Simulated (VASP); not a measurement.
# HgTe (Coloradoite) (F-43m) in VASP: further runs, part 2 of 2

VASP 6.6.1. Earlier steps stand in the parts before.

## (5) Single point, RPBE+D4

This run uses another cell than the first one, of 35.01 Å³/atom, 1.054 times its volume.

Input file INCAR:

```
PREC = Accurate ; ENCUT = 500
EDIFF = 1E-6 ; ISMEAR = -1
SIGMA = 0.05 ; LREAL = F
LASPH = T ; NELM = 120
ALGO = Normal ; ISIF = 2
LWAVE = F ; LCHARG = F
GGA = RP ; IVDW = 13
NBANDS = 16 ; GGA_COMPAT = F
```

Input file KPOINTS:

```
Automatic mesh
0
Gamma
  7 7 7
```

Input file POSCAR:

```
HgTe
1.0
    0.0000000000      3.2715049685      3.2715049685
    3.2715049685      0.0000000000      3.2715049685
    3.2715049685      3.2715049685      0.0000000000
Hg Te
1 1
Direct
    0.0000000000      0.0000000000      0.0000000000
    0.7500000000      0.7500000000      0.7500000000
```

Potentials or basis: VASP PAW PBE potentials, release 64 (Hg, Te).

Launch:

```
$ cat potpaw_PBE.64/Hg/POTCAR potpaw_PBE.64/Te/POTCAR > POTCAR
$ mpirun -np 1 vasp_std > vasp.out
```

OUTCAR:

```text
PREC = Accurate
   ENCUT = 500
   EDIFF = 1E-6
   ISMEAR = -1
   LREAL = F
   LASPH = T
   NELM = 120
   ISIF = 2
   GGA = RP
   IVDW = 13

 ion  position               nearest neighbor table
   1  0.000  0.000  0.000-   2 2.83   2 2.83   2 2.83   2 2.83
   2  0.750  0.750  0.750-   1 2.83   1 2.83   1 2.83   1 2.83

  LATTYP: Found a face centered cubic cell.
 ALAT       =     6.5430099370

  Lattice vectors:

 A1 = (   0.0000000000,   3.2715049685,   3.2715049685)
 A2 = (   3.2715049685,   0.0000000000,   3.2715049685)
 A3 = (   3.2715049685,   3.2715049685,   0.0000000000)

Analysis of symmetry for initial positions (statically):
=====================================================================
 Subroutine PRICEL returns:
 Original cell was already a primitive cell.

 Routine SETGRP: Setting up the symmetry group for a
 face centered cubic supercell.

 Subroutine GETGRP returns: Found 24 space group operations
 (whereof 24 operations were pure point group operations)
 out of a pool of 48 trial point group operations.

The static configuration has the point symmetry T_d .

Analysis of symmetry for dynamics (positions and initial velocities):
[... 156 lines left out ...]
 val. band max:        2.8340781770   @ k =   0.0000   0.0000   0.0000
 cond. band min:       3.5777497947   @ k =   0.1429   0.0000   0.0000
 fundamental gap:      0.7436716178
 Fermi energy:         2.8784915106

 k-point     1 :       0.0000    0.0000    0.0000
  band No.  band energies     occupation
      1      -8.8563      2.00000
      2      -4.3191      2.00000
      3      -4.3191      2.00000
      4      -4.3191      2.00000
      5      -3.8365      2.00000
      6      -3.8365      2.00000
[... 357 lines left out ...]
      3      -4.0800      2.00000
      4      -3.8935      2.00000
      5      -3.8435      2.00000
      6      -3.3213      2.00000
[... 8 lines left out ...]
     15      12.9207      0.00000
     16      14.5789      0.00000

------------------------ aborting loop because EDIFF is reached ----------------------------------------

  DFT-D4 for vdW energy calculation

  Edisp (eV):   -1.28934

  FORCE on cell =-STRESS in cart. coord.  units (eV):
  Direction    XX          YY          ZZ          XY          YZ          ZX
  --------------------------------------------------------------------------------------
  -------------------------------------------------------------------------------------
  Total       0.01856     0.01856     0.01856     0.00000     0.00000    -0.00000
  in kB       0.42471     0.42471     0.42471     0.00000     0.00000    -0.00000
  external pressure =        0.42 kB  Pullay stress =        0.00 kB

 VOLUME and BASIS-vectors are now :
 -----------------------------------------------------------------------------
  energy-cutoff  :      500.00
  volume of cell :       70.03
      direct lattice vectors                 reciprocal lattice vectors
     0.000000000  3.271504968  3.271504968    -0.152834859  0.152834859  0.152834859
     3.271504968  0.000000000  3.271504968     0.152834859 -0.152834859  0.152834859
     3.271504968  3.271504968  0.000000000     0.152834859  0.152834859 -0.152834859

 POSITION                                       TOTAL-FORCE (eV/Angst)
 -----------------------------------------------------------------------------------
      0.00000      0.00000      0.00000         0.000000      0.000000      0.000000
      4.90726      4.90726      4.90726        -0.000000     -0.000000     -0.000000
 -----------------------------------------------------------------------------------
    total drift:                                0.000000      0.000000      0.000000

  FREE ENERGIE OF THE ION-ELECTRON SYSTEM (eV)
  ---------------------------------------------------
  free  energy   TOTEN  =        -4.1824027906 eV

  energy  without entropy=       -4.1816501718  energy(sigma->0) =       -4.18202648
```

OSZICAR:

```text
N       E                     dE             d eps       ncg     rms          rms(c)
DAV:   1     0.103492253347E+03    0.10349E+03   -0.77986E+03   640   0.938E+02
DAV:   2     0.719383300384E+00   -0.10277E+03   -0.96524E+02   752   0.224E+02
DAV:   3    -0.303925904342E+01   -0.37586E+01   -0.37521E+01   752   0.441E+01
DAV:   4    -0.307616256481E+01   -0.36904E-01   -0.36901E-01   992   0.399E+00
DAV:   5    -0.307625428603E+01   -0.91721E-04   -0.91721E-04   824   0.185E-01    0.716E+00
DAV:   6    -0.289570550640E+01    0.18055E+00   -0.35256E-01   736   0.770E+00    0.564E+00
DAV:   7    -0.289165838702E+01    0.40471E-02   -0.96370E-02   720   0.208E+00    0.206E+00
DAV:   8    -0.289248828550E+01   -0.82990E-03   -0.10612E-02   736   0.115E+00    0.481E-01
DAV:   9    -0.289289600510E+01   -0.40772E-03   -0.92225E-04   784   0.326E-01    0.125E-01
DAV:  10    -0.289300601824E+01   -0.11001E-03   -0.13612E-04   768   0.958E-02    0.481E-02
DAV:  11    -0.289306504531E+01   -0.59027E-04   -0.13451E-04   736   0.772E-02    0.469E-02
DAV:  12    -0.289306248396E+01    0.25613E-05   -0.57555E-06   752   0.218E-02    0.261E-02
DAV:  13    -0.289306242358E+01    0.60384E-07   -0.29279E-06   688   0.971E-03
   1 F= -.41824028E+01 E0= -.41820265E+01  d E =-.752619E-03
```

stdout:

```text
POSCAR found type information on POSCAR HgTe
 POSCAR found :  2 types and       2 ions
 scaLAPACK will be used
 -----------------------------------------------------------------------------
|                                                                             |
|                                                                             |
|     You enforced a specific xc type in the INCAR file but a different       |
|     I HOPE YOU KNOW WHAT YOU ARE DOING!                                     |
|                                                                             |
 -----------------------------------------------------------------------------

 LDA part: xc-table for (Slater+PW92), standard interpolation
 POSCAR, INCAR and KPOINTS ok, starting setup
 FFT: planning ... GRIDC
 FFT: planning ... GRID_SOFT
 FFT: planning ... GRID
 WAVECAR not read
 entering main loop
```

It used 41 s of CPU time on 1 thread of AMD EPYC 7R13 Processor (Zen 3), with other jobs on the host.

Results:

```yaml
Free_energy: -4.1824 eV
Pressure: 0.0 GPa
Band_gap_on_the_k_mesh: zero (filled and empty bands touch)
Dispersion_energy_per_atom: -0.645 eV
```

Caveat: the PAW data sets were made with another functional, which shifts forces and pressure a little; spin-orbit coupling is left out, which moves the levels of the heavy elements; pairwise dispersion overbinds metals, which lowers pressure and volume.

## (6) Relaxation of cell and atoms, revPBE+D3(BJ)

Input file INCAR:

```
PREC = Accurate
ENCUT = 500
EDIFF = 1E-7
ISMEAR = -1
SIGMA = 0.05
LREAL = False
LASPH = True
NELM = 120
ALGO = Normal
ISIF = 3
LWAVE = False
LCHARG = False
GGA = RE
IVDW = 12
IBRION = 2
NSW = 60
EDIFFG = -0.01
GGA_COMPAT = False
NELMIN = 4
```

Input file KPOINTS:

```
regular mesh
0
Gamma
  7 7 7
```

Input file POSCAR:

```
HgTe
1.0
    0.0000000000      3.2145000000      3.2145000000
    3.2145000000      0.0000000000      3.2145000000
    3.2145000000      3.2145000000      0.0000000000
Hg Te
1 1
Direct
    0.0000000000      0.0000000000      0.0000000000
    0.7500000000      0.7500000000      0.7500000000
```

Potentials or basis: VASP PAW PBE potentials, release 64 (Hg, Te).

Launch:

```
$ cat potpaw_PBE.64/Hg/POTCAR potpaw_PBE.64/Te/POTCAR > POTCAR
$ mpirun -np 1 vasp_std > vasp.out
```

OUTCAR:

```text
PREC = Accurate
   ENCUT = 500
   EDIFF = 1E-7
   ISMEAR = -1
   LREAL = False
   LASPH = True
   NELM = 120
   ISIF = 3
   GGA = RE
   IVDW = 12
   IBRION = 2
   NSW = 60
   EDIFFG = -0.01
   NELMIN = 4
 IVDW          = 12

 ion  position               nearest neighbor table
   1  0.000  0.000  0.000-   2 2.78   2 2.78   2 2.78   2 2.78
   2  0.750  0.750  0.750-   1 2.78   1 2.78   1 2.78   1 2.78

  LATTYP: Found a face centered cubic cell.
 ALAT       =     6.4290000000

  Lattice vectors:

 A1 = (   0.0000000000,   3.2145000000,   3.2145000000)
 A2 = (   3.2145000000,   0.0000000000,   3.2145000000)
 A3 = (   3.2145000000,   3.2145000000,   0.0000000000)

Analysis of symmetry for initial positions (statically):
=====================================================================
 Subroutine PRICEL returns:
 Original cell was already a primitive cell.

 Routine SETGRP: Setting up the symmetry group for a
 face centered cubic supercell.

 Subroutine GETGRP returns: Found 24 space group operations
 (whereof 24 operations were pure point group operations)
 out of a pool of 48 trial point group operations.

The static configuration has the point symmetry T_d .

[... 133 lines left out ...]
   LHFCALC =     F    Hartree Fock is set to
   AEXX    =    0.0000 exact exchange contribution
   IVDW    =    12    specifies the selected vdW correction
   LEPSILON=     F    determine dielectric tensor
   LRPA    =     F    only Hartree local field effects (RPA)
 conjugate gradient relaxation of ions
 non-spin polarized calculation
  energy-cutoff  :      500.00
  volume of cell :       66.43
 maximum number of plane-waves:      1716
 NGX is ok and might be reduce to    36
   NGX = 17   NGY = 17   NGZ = 17

--------------------------------------- Ionic step        1  -------------------------------------------

 number of electron      18.0000000 magnetization

 Free energy of the ion-electron system (eV)
  ---------------------------------------------------
  ext. energy  EPLUGINS =         0.00000000
  ---------------------------------------------------
  free energy    TOTEN  =        -2.87495114 eV

  energy without entropy =       -2.87426151  energy(sigma->0) =       -2.87460633

------------------------ aborting loop because EDIFF is reached ----------------------------------------

 Edisp (eV)   -1.38933

 E8    (eV) :    -0.9906
[... 71 lines left out ...]
--------------------------------------- Ionic step        3  -------------------------------------------

 number of electron      18.0000002 magnetization

 Free energy of the ion-electron system (eV)
  ---------------------------------------------------
  ext. energy  EPLUGINS =         0.00000000
  ---------------------------------------------------
  free energy    TOTEN  =        -2.95949213 eV

  energy without entropy =       -2.95875423  energy(sigma->0) =       -2.95912318

 E-fermi :   2.9553     XC(G=0):  -8.4572

 val. band max:        2.9118491665   @ k =   0.0000   0.0000   0.0000
 cond. band min:       3.6553693978   @ k =   0.1429   0.0000   0.0000
 fundamental gap:      0.7435202313
 Fermi energy:         2.9553361526

 k-point     1 :       0.0000    0.0000    0.0000
  band No.  band energies     occupation
      1      -8.8619      2.00000
      2      -4.2988      2.00000
      3      -4.2988      2.00000
      4      -4.2988      2.00000
      5      -3.8028      2.00000
      6      -3.8028      2.00000
      7       2.1966      2.00000
      8       2.9118      1.40938
      9       2.9118      1.40938
     10       2.9118      1.40938
     11       7.2226      0.00000
     12       7.2226      0.00000
     13       7.2226      0.00000
[... 335 lines left out ...]
  FREE ENERGIE OF THE ION-ELECTRON SYSTEM (eV)
  ---------------------------------------------------
  free  energy   TOTEN  =        -4.2806591145 eV

  energy  without entropy=       -4.2799212051  energy(sigma->0) =       -4.28029016

 reached required accuracy - stopping structural energy minimisation
```

CONTCAR:

```text
HgTe
   1.00000000000000
     0.0000000000000000    3.2599628037335626    3.2599628037335626
     3.2599628037335626   -0.0000000000000000    3.2599628037335626
     3.2599628037335626    3.2599628037335626   -0.0000000000000000
  Hg              Te
     1     1
Direct
     0.0000000000000000    0.0000000000000000    0.0000000000000000
     0.7500000000000000    0.7500000000000000    0.7500000000000000

  0.00000000E+00  0.00000000E+00  0.00000000E+00
  0.00000000E+00  0.00000000E+00  0.00000000E+00
```

It used 94 s of CPU time on 1 thread of AMD EPYC 7R13 Processor (Zen 3), on a shared host.

What came out:

| Quantity | Value |
| --- | --- |
| Free energy | -4.2807 eV |
| Relaxed volume | 34.64 Å³/atom |
| Relaxed cell | a = 4.610 Å, b = 4.610 Å, c = 4.610 Å, α = 60.00°, β = 60.00°, γ = 60.00° |
| Space group after relaxing (to 0.05 Å) | F-43m (No. 216) |
| Energy gained by relaxing | 8.2 meV/atom |
| Ionic steps | 3 |
| Pressure after relaxing | 0.0 GPa |
| Band gap on the k mesh | zero (filled and empty bands touch) |
| Dispersion energy per atom | -0.661 eV |

The path:
| step | energy change (eV) | largest force (eV/Å) | pressure (GPa) | volume (Å³) |
| --- | --- | --- | --- | --- |
| 1 | 0.0000 | 0.0000 | 1.92 | 66.43 |
| 2 | -0.0145 | 0.0000 | -0.57 | 70.33 |
| 3 | -0.0164 | 0.0000 | 0.01 | 69.29 |

Final structure:
```
CELL_PARAMETERS angstrom
0.00000 3.25996 3.25996
3.25996 0.00000 3.25996
3.25996 3.25996 0.00000
ATOMIC_POSITIONS crystal
Hg 0.00000 0.00000 0.00000
Te 0.75000 0.75000 0.75000
```

Caveat: the PAW data sets were made with another functional, which shifts forces and pressure a little; spin-orbit coupling is left out, which moves the levels of the heavy elements; pairwise dispersion overbinds metals, which lowers pressure and volume. Zero-point motion and thermal expansion aren't in these numbers.

## (7) The runs side by side

```tsv
task	level	cell	smearing	gap on the mesh (eV)	pressure (GPa)
single point	PBE	a = 4.546 Å, angles 60.0°, 2 atoms	gaussian 0.05 eV	none	4.6
single point	revPBE+D3(BJ)	a = 4.608 Å, angles 60.0°, 2 atoms	fermi-dirac 0.05 eV	none	0.0
single point	revPBE+D4	a = 4.624 Å, angles 60.0°, 2 atoms	fermi-dirac 0.05 eV	none	0.0
single point	RPBE+D4	a = 4.627 Å, angles 60.0°, 2 atoms	fermi-dirac 0.05 eV	none	0.0
relaxation of cell and atoms	revPBE+D3(BJ)	relaxed from a = 4.546 Å, angles 60.0°, 2 atoms	fermi-dirac 0.05 eV	none	0.0
```

Alike in all rows: potentials or basis VASP PAW PBE potentials, release 64 (Hg, Te); no spin polarisation; k mesh 7 × 7 × 7; cutoff (eV) 500.

Caveats: spin-orbit coupling is left out, which moves the levels of the heavy elements; the PAW data sets were made with another functional, which shifts forces and pressure a little (some runs); pairwise dispersion overbinds metals, which lowers pressure and volume (some runs).

Absolute energies hang on the potentials; compare differences alone.
